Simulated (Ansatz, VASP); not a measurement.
## KPt: VASP beside Ansatz

INCAR

```
SYSTEM = KPt
AGGAC = 1.0
AGGAX = 1.0
ALDAC = 0.0
ALDAX = 1.0
ALGO = Normal
EDIFF = 1E-7
ENCUT = 520
GGA = B5
ISIF = 2
ISMEAR = -1
LASPH = .True.
LCHARG = .False.
LREAL = .False.
LWAVE = .False.
NBANDS = 16
NELM = 80
PREC = Accurate
SIGMA = 0.05
```

The input KPOINTS:

```
k-points
0
Gamma
  10 10 5
  0 0 0
```

POSCAR

```
KPt
1.0
    3.0597023636      0.0000000000      0.0000000000
   -1.5298511818      2.6497799749      0.0000000000
    0.0000000000      0.0000000000      5.4504198721
Pt K
1 1
Direct
    0.6666666667      0.3333333333      0.0000000000
    0.0000000000      0.0000000000      0.5000000000
```

input.yaml

```yaml
crystal:
  lattice:
    - [3.0597023636, 0.0, 0.0]
    - [-1.5298511818, 2.6497799749, 0.0]
    - [0.0, 0.0, 5.4504198721]
  atoms:
    - { symbol: Pt, position: [0.6666666667, 0.3333333333, 0.0] }
    - { symbol: K, position: [0.0, 0.0, 0.5] }
kpoints:
  mp_grid: { grid: [10, 10, 5] }
scf:
  occupations: { method: fermi_dirac, width: 0.05 }
hamiltonian:
  xc: blyp
  pseudopotentials: { kind: all_electron, lapw: { basis_error: 0.001 } }
output:
  forces: true
  stress: true
  eigenvalues: true
```

Change from the starting cell: volume scaled by 1.06.

Alike in both runs: task single point; functional BLYP; k mesh 10 × 10 × 5; occupations fermi-dirac, width 0.05 eV; no spin polarisation.

|  | VASP | Ansatz |
| --- | --- | --- |
| version | VASP 6.6.1 | Ansatz 0.2.0 |
| potentials or method | VASP PAW PBE potentials, release 64 (Pt, K_sv), cutoff 520 eV | all-electron LAPW, scalar-relativistic |

```csv
,VASP,Ansatz,Ansatz less VASP
gap on the k mesh at the Fermi level (eV),none,none,-
pressure (GPa),1.5,1.2,-0.33
"traceless stress, the component that is largest in VASP (GPa)",-1.70,-1.73,-0.030
```

VASP's potentials were made for PBE, not for BLYP. A gap of «none» marks a metal or a gap that the smearing closes. Ansatz ran all-electron here, and VASP with PAW potentials.

Neither program's run includes spin-orbit coupling.
